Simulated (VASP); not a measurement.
Li, 2 atoms in the cell. It takes space group P6_3/mmc (No. 194, hexagonal). Conventional cell: a = 3.093 Å, b = 3.093 Å, c = 5.064 Å, α = 90.00°, β = 90.00°, γ = 120.00°. Li (site symmetry -6m2) has 12 Li at 3.09 to 3.10 Å within 4.1 Å. 

```yaml
Program: VASP 6.6.1
Task: single point
Functional: r2SCAN
Potentials_or_basis: VASP PAW PBE potentials, release 64 (Li_sv)
Cutoff: 520 eV
k_mesh: 15 × 15 × 8
Occupations: gaussian, width 0.1 eV
Spin: no spin polarisation
Dipole_correction: no
Further_INCAR_settings: ALGO = Normal; EDIFF = 1e-07; NBANDS = 10
```

Potentials or basis: VASP PAW PBE potentials, release 64 (Li_sv).

Launch:

```bash
$ cat potpaw_PBE.64/Li_sv/POTCAR > POTCAR
$ cp INCAR.step1 INCAR
$ mpirun -np 1 vasp_std > vasp.out
$ cp INCAR.step2 INCAR
$ mpirun -np 1 vasp_std > vasp.out
```

Hardware: 1 thread of Intel(R) Xeon(R) 6975P-C (Granite Rapids), on a shared host.

Problem. How long does it take, and how much memory?

Solution. It took 99 s on 1 thread of Intel(R) Xeon(R) 6975P-C (Granite Rapids), on a shared host, peak memory 0.18 GiB. Counts: k points 135.
